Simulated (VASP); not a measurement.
Runs of VASP 6.6.1 on MnGa3. The structure is that of space group Fm-3m (No. 225), or close to it. The cells are those of the table. 

```csv
task,level,spin,fixed moment (μB),cell,k mesh,cutoff (eV),gap on the mesh (eV),pressure (GPa),moment (μB)
single point,PBE,collinear,1.25,"a = 4.592 Å, angles 60.0°, 4 atoms",12 × 12 × 12,520,-,(b),1.25
single point,r2SCAN,off,-,"a = 4.592 Å, angles 60.0°, 4 atoms",12 × 12 × 12,520,none,-12.9,-
relaxation of cell and atoms,PBE,off,-,"relaxed from a = 4.592 Å, angles 60.0°, 4 atoms",12 × 12 × 12,600,none,0.0,-
single point,PBE,off,-,"a = 4.592 Å, angles 60.0°, 4 atoms",12 × 12 × 12,520,none,-8.7,-
single point,PBE,off,-,"a = 4.390 Å, angles 60.0°, 4 atoms",12 × 12 × 12,520,none,(a),-
single point,PBE,"collinear, ferromagnetic start",-,"a = 4.557 Å, angles 60.0°, 4 atoms",6 × 6 × 6,520,none,0.3,3.19
single point,PBE,"collinear, ferromagnetic start",-,"a = 4.592 Å, angles 60.0°, 4 atoms",12 × 12 × 12,520,none,0.1,3.75
single point,PBE,"collinear, ferromagnetic start",-,"a = 4.325 Å, angles 60.0°, 4 atoms",6 × 6 × 6,520,none,14.2,(c)
```

Alike in all rows: potentials or basis VASP PAW PBE potentials, release 64 (Ga_d, Mn_pv); smearing gaussian 0.1 eV.

Task: Estimate the missing entries.

Result: (a) 0.2; (b) -6.0; (c) 3.05.

Caveats: the cell stands under tension (at least some runs); the total moment is fixed, so each spin has its own Fermi level and the state may be an excited one (at least some runs); the PAW data sets were made with another functional, which shifts forces and pressure a little (at least some runs); the cell stands under pressure (at least some runs).

A k mesh can miss the band edges, and the runs leave out spin-orbit coupling on Ga.

A gap of «none» marks levels without a gap at the run's occupations.
